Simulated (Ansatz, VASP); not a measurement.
**GaN: VASP beside Ansatz**

INCAR

```
PREC     = Accurate       # precision mode
ENCUT    = 520            # plane-wave cutoff, eV
EDIFF    = 1E-6           # SCF threshold, eV
ISMEAR   = 0              # smearing method
SIGMA    = 0.05           # smearing width, eV
LREAL    = F              # projectors in reciprocal space
LASPH    = T              # aspherical terms in the spheres
NELM     = 100            # most SCF steps
ALGO     = Normal         # electronic algorithm
ISIF     = 2              # what is computed and relaxed
LWAVE    = F              # write WAVECAR
LCHARG   = T              # write CHGCAR
GGA      = PE             # functional
LELF     = T              # ELF
LVHAR    = T            
NBANDS   = 26             # bands
```

The input KPOINTS:

```
Automatic mesh
0
Gamma
  12 12 6
```

The input POSCAR:

```
GaN
1.0
    3.2667053455      0.0000000000      0.0000000000
   -1.6333526728      2.8290498159      0.0000000000
    0.0000000000      0.0000000000      5.4003213440
Ga N
2 2
Direct
    0.3333333333      0.6666666667      0.9991316867
    0.6666666667      0.3333333333      0.4991316867
    0.3333333333      0.6666666667      0.3758683133
    0.6666666667      0.3333333333      0.8758683133
```

Input for Ansatz:

```yaml
crystal:
  lattice:
    - [3.2667053455, 0.0, 0.0]
    - [-1.6333526728, 2.8290498159, 0.0]
    - [0.0, 0.0, 5.400321344]
  atoms:
    - { symbol: Ga, position: [0.3333333333, 0.6666666667, 0.9991316867] }
    - { symbol: Ga, position: [0.6666666667, 0.3333333333, 0.4991316867] }
    - { symbol: "N", position: [0.3333333333, 0.6666666667, 0.3758683133] }
    - { symbol: "N", position: [0.6666666667, 0.3333333333, 0.8758683133] }
basis:
  ecutwfc: 420
kpoints:
  mp_grid: { grid: [12, 12, 6] }
hamiltonian:
  xc: pbe
scf:
  occupations: { method: gaussian, width: 0.05 }
output:
  forces: true
  stress: true
  eigenvalues: true
```

Change from the starting cell: strain +0.015 along x and y, +0.030 along z, atoms carried along.

Alike in both runs: task single point; functional PBE; k mesh 12 × 12 × 6; occupations gaussian, width 0.05 eV; no spin polarisation.

```csv
,VASP,Ansatz
version,VASP 6.6.1,Ansatz 0.2.0
potentials or method,"VASP PAW PBE potentials, release 64 (Ga_d, N), cutoff 520 eV","scalar-relativistic, plane waves, PAW"
valence electrons in the cell,36,36
```

Ansatz gave:

| Quantity | Value |
| --- | --- |
| gap on the k mesh at the Fermi level (eV) | 1.28 |
| least direct gap on the mesh (eV) | 1.28 |
| pressure (GPa) | -8.9 |
| traceless stress, the component that is largest in VASP (GPa) | -2.70 |
| rms of the force components (eV/Å) | 0.036 |

Q: What did VASP give for the same quantities?

A: gap on the k mesh at the Fermi level (eV): 1.29; least direct gap on the mesh (eV): 1.29; pressure (GPa): -8.6; traceless stress, the component that is largest in VASP (GPa): -2.69; rms of the force components (eV/Å): 0.036.

Atom by atom the forces differ by 0.000 eV/Å (rms over components). The functional is the same, so the differences come from potentials, cutoffs and numerics.
